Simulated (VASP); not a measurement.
# PbSe (Fm-3m) in VASP: single point with PBE-based screened hybrid with 100 % exact exchange

Aim: the single point of PbSe with PBE-based screened hybrid with 100 % exact exchange.

Program: VASP 6.6.1. These are calculated values, not measurements. Logs are shortened: lines on timing, memory, paths and dates and some standing lists are left out, and cuts for length are marked.

## (1) The cell of the first run

Symmetry: Fm-3m, No. 225, cubic system. The conventional cell has a = 6.139 Å, b = 6.139 Å, c = 6.139 Å, α = 90.00°, β = 90.00°, γ = 90.00°. Within 4.0 Å of Pb (site symmetry m-3m) lie 6 Se at 3.07 Å. Se (site symmetry m-3m) has 6 Pb at 3.07 Å within 4.0 Å.

## (2) Single point, PBE-based screened hybrid with 100 % exact exchange

POSCAR reads:

```
PbSe
1.0
    0.0000000000      3.0696893639      3.0696893639
    3.0696893639      0.0000000000      3.0696893639
    3.0696893639      3.0696893639      0.0000000000
Pb Se
1 1
Direct
    0.0000000000      0.0000000000      0.0000000000
    0.5000000000      0.5000000000      0.5000000000
```

INCAR.step1 reads:

```
SYSTEM = PbSe
PREC = Accurate ; ENCUT = 520
EDIFF = 1E-5 ; ISMEAR = 0
SIGMA = 0.01 ; LREAL = .False.
LASPH = .True. ; NELM = 100
ALGO = Normal ; ISIF = 2
LWAVE = .True. ; LCHARG = .False.
NBANDS = 17 ; GGA = PE
```

INCAR.step2 reads:

```
SYSTEM = PbSe
PREC = Accurate ; ENCUT = 520
EDIFF = 1E-6 ; ISMEAR = 0
SIGMA = 0.01 ; LREAL = .False.
LASPH = .True. ; NELM = 100
ALGO = Normal ; ISIF = 2
LWAVE = .False. ; LCHARG = .False.
GGA = PE ; LHFCALC = .True.
AEXX = 1.0 ; HFSCREEN = 0.3
PRECFOCK = Normal ; NBANDS = 17
ISTART = 1 ; ALDAC = 1.0
AGGAC = 1.0
```

KPOINTS reads:

```
regular mesh
0
Gamma
  4 4 4
  0 0 0
```

Potentials or basis: VASP PAW PBE potentials, release 64 (Pb_d, Se).

Launch:

```console
$ cat potpaw_PBE.64/Pb_d/POTCAR potpaw_PBE.64/Se/POTCAR > POTCAR
$ cp INCAR.step1 INCAR
$ mpirun -np 1 vasp_std > vasp.out
$ cp INCAR.step2 INCAR
$ mpirun -np 1 vasp_std > vasp.out
```

OUTCAR:

```text
SYSTEM = PbSe
   PREC = Accurate
   ENCUT = 520
   EDIFF = 1E-6
   ISMEAR = 0
   LREAL = .False.
   LASPH = .True.
   NELM = 100
   ISIF = 2
   GGA = PE
   LHFCALC = .True.
   AEXX = 1.0
   HFSCREEN = 0.3
   PRECFOCK = Normal
   ISTART = 1

 ion  position               nearest neighbor table
   1  0.000  0.000  0.000-   2 3.07   2 3.07   2 3.07   2 3.07   2 3.07   2 3.07
   2  0.500  0.500  0.500-   1 3.07   1 3.07   1 3.07   1 3.07   1 3.07   1 3.07

  LATTYP: Found a face centered cubic cell.
 ALAT       =     6.1393787278

  Lattice vectors:

 A1 = (   0.0000000000,   3.0696893639,   3.0696893639)
 A2 = (   3.0696893639,   0.0000000000,   3.0696893639)
 A3 = (   3.0696893639,   3.0696893639,   0.0000000000)

Analysis of symmetry for initial positions (statically):
=====================================================================
 Subroutine PRICEL returns:
 Original cell was already a primitive cell.

 Routine SETGRP: Setting up the symmetry group for a
 face centered cubic supercell.

 Subroutine GETGRP returns: Found 48 space group operations
 (whereof 48 operations were pure point group operations)
 out of a pool of 48 trial point group operations.

The static configuration has the point symmetry O_h .

Analysis of symmetry for dynamics (positions and initial velocities):
=====================================================================
 Subroutine PRICEL returns:
 Original cell was already a primitive cell.

 Routine SETGRP: Setting up the symmetry group for a
 face centered cubic supercell.

 Subroutine GETGRP returns: Found 48 space group operations
 (whereof 48 operations were pure point group operations)
 out of a pool of 48 trial point group operations.

The dynamic configuration has the point symmetry O_h .

 Subroutine INISYM returns: Found 48 space group operations
 (whereof 48 operations are pure point group operations),
 and found     1 'primitive' translations

----------------------------------------------------------------------------------------

                                     Primitive cell

  volume of cell :      57.8513

  direct lattice vectors                    reciprocal lattice vectors
     0.000000000  3.069689364  3.069689364    -0.162882931  0.162882931  0.162882931
     3.069689364  0.000000000  3.069689364     0.162882931 -0.162882931  0.162882931
     3.069689364  3.069689364  0.000000000     0.162882931  0.162882931 -0.162882931

[... 72 lines left out ...]
   ISIF   =      2    stress and relaxation
   ISYM   =      3    0-nonsym 1-usesym 2-fastsym
   POTIM  = 0.5000    time-step for ionic-motion
   TEBEG  =    0.0;   TEEND  =   0.0 temperature during run
   PSTRESS=    0.0 pullay stress
   NELECT =      20.0000    total number of electrons
   NUPDOWN=      -1.0000    fix difference up-down
   EMIN   =  10.00;   EMAX   =-10.00  energy-range for DOS
   EFERMI =   0.00;   METHOD = LEGACY
   ISMEAR =     0;   SIGMA  =   0.01  broadening in eV -4-tet -1-fermi 0-gaus
   EFERMI_NEDOS =   21; number of points for ismear=-14 and -15
   IALGO  =     38    algorithm
   IMIX   =      1    mixing-type and parameters
     AMIX     =   0.40;   BMIX     =  1.00
     AMIX_MAG =   1.60;   BMIX_MAG =  1.00
  volume/ion in A,a.u.               =      28.93       195.20
  Fermi-wavevector in a.u.,A,eV,Ry     =   1.148983  2.171264 17.961904  1.320163
  Thomas-Fermi vector in A             =   2.285655
   LORBIT       =      0    0 simple, 1 ext, 2 COOP (PROOUT), +10 PAW based schemes
   GGA     = PE    functional components
   LHFCALC =     T    Hartree Fock is set to
   PRECFOCK=normal    Normal, Fast or Accurate (Low or Medium for compatibility)
   ENCUT4O =  -1.0   cutoff for four orbital integrals eV
   NKREDX  =     1    reduce k-point grid by
   NKREDY  =     1    reduce k-point grid by
   NKREDZ  =     1    reduce k-point grid by
   AEXX    =    1.0000 exact exchange contribution
   HFSCREEN=    0.3000 screening length (either q_TF or 0.3 A-1)
   HFSCREENC=   0.3000 screening length for correlation (either q_TF or 0.3 A-1)
   ENCUTFOCK=  -1.0 apply spherical cutoff to Coloumb kernel
   IVDW    =     0    specifies the selected vdW correction
   LEPSILON=     F    determine dielectric tensor
   LRPA    =     F    only Hartree local field effects (RPA)
 non-spin polarized calculation
 Gauss-broadening in eV      SIGMA  =   0.01
  energy-cutoff  :      520.00
  volume of cell :       57.85
 maximum number of plane-waves:      1588
  NGX = 28; NGY = 28; NGZ = 28

 number of electron      19.9999997 magnetization

 Free energy of the ion-electron system (eV)
  ---------------------------------------------------
  ext. energy  EPLUGINS =         0.00000000
  ---------------------------------------------------
  free energy    TOTEN  =       -13.71167838 eV

  energy without entropy =      -13.71167838  energy(sigma->0) =      -13.71167838

 E-fermi :   4.0609     XC(G=0):  -3.6855

 val. band max:        3.9984430966   @ k =   0.5000   0.0000   0.0000
 cond. band min:       5.7601202999   @ k =   0.5000   0.0000   0.0000
 fundamental gap:      1.7616772033
 Fermi energy:         4.0608632170

 k-point     1 :       0.0000    0.0000    0.0000
  band No.  band energies     occupation
      1     -19.4907      2.00000
      2     -19.4907      2.00000
      3     -19.4544      2.00000
      4     -19.4544      2.00000
      5     -19.4544      2.00000
      6     -14.6731      2.00000
[... 137 lines left out ...]
      4     -19.4434      2.00000
      5     -19.4144      2.00000
      6     -12.7412      2.00000
[... 9 lines left out ...]
     16      18.8842      0.00000
     17      19.8090      0.00000

------------------------ aborting loop because EDIFF is reached ----------------------------------------

  FORCE on cell =-STRESS in cart. coord.  units (eV):
  Direction    XX          YY          ZZ          XY          YZ          ZX
  --------------------------------------------------------------------------------------
  -------------------------------------------------------------------------------------
  Total       -0.6072602     -0.6072602     -0.6072602      0.0000000      0.0000000     -0.0000000
  in kB      -16.8179147    -16.8179147    -16.8179147      0.0000000      0.0000000     -0.0000000
  external PRESSURE =     -16.8179147 kB  Pullay stress =       0.0000000 kB

 VOLUME and BASIS-vectors are now :
 -----------------------------------------------------------------------------
  energy-cutoff  :      520.00
  volume of cell :       57.85
      direct lattice vectors                 reciprocal lattice vectors
     0.000000000  3.069689364  3.069689364    -0.162882931  0.162882931  0.162882931
     3.069689364  0.000000000  3.069689364     0.162882931 -0.162882931  0.162882931
     3.069689364  3.069689364  0.000000000     0.162882931  0.162882931 -0.162882931

 POSITION                                       TOTAL-FORCE (eV/Angst)
 -----------------------------------------------------------------------------------
      0.00000      0.00000      0.00000        -0.000000      0.000000      0.000000
      3.06969      3.06969      3.06969         0.000000     -0.000000     -0.000000
 -----------------------------------------------------------------------------------
    total drift:                               -0.000001     -0.000003     -0.000001

  FREE ENERGIE OF THE ION-ELECTRON SYSTEM (eV)
  ---------------------------------------------------
  free  energy   TOTEN  =       -13.7116783780 eV

  energy  without entropy=      -13.7116783780  energy(sigma->0) =      -13.71167838
```

OUTCAR.step1:

```text
SYSTEM = PbSe
   PREC = Accurate
   ENCUT = 520
   EDIFF = 1E-5
   ISMEAR = 0
   LREAL = .False.
   LASPH = .True.
[... 362 lines left out ...]
      0.00000      0.00000      0.00000         0.000000      0.000000      0.000000
      3.06969      3.06969      3.06969        -0.000000     -0.000000     -0.000000
 -----------------------------------------------------------------------------------
    total drift:                                0.000000     -0.000000     -0.000000

  FREE ENERGIE OF THE ION-ELECTRON SYSTEM (eV)
  ---------------------------------------------------
  free  energy   TOTEN  =        -8.1754602118 eV

  energy  without entropy=       -8.1754602118  energy(sigma->0) =       -8.17546021
```

Wall time 30 min (1 thread of Intel Xeon Platinum 8488C (Sapphire Rapids), shared host); peak memory 0.3 GiB.

What came out:

* Free energy: -13.7117 eV
* Pressure: -1.7 GPa
* Band gap on the k mesh: 1.76 eV

Caveat: the k points lie up to 0.44 Å⁻¹ apart; the PAW data sets were made with another functional, which shifts forces and pressure a little; spin-orbit coupling is left out, which moves the levels of the heavy elements. A k mesh can miss the band edges.
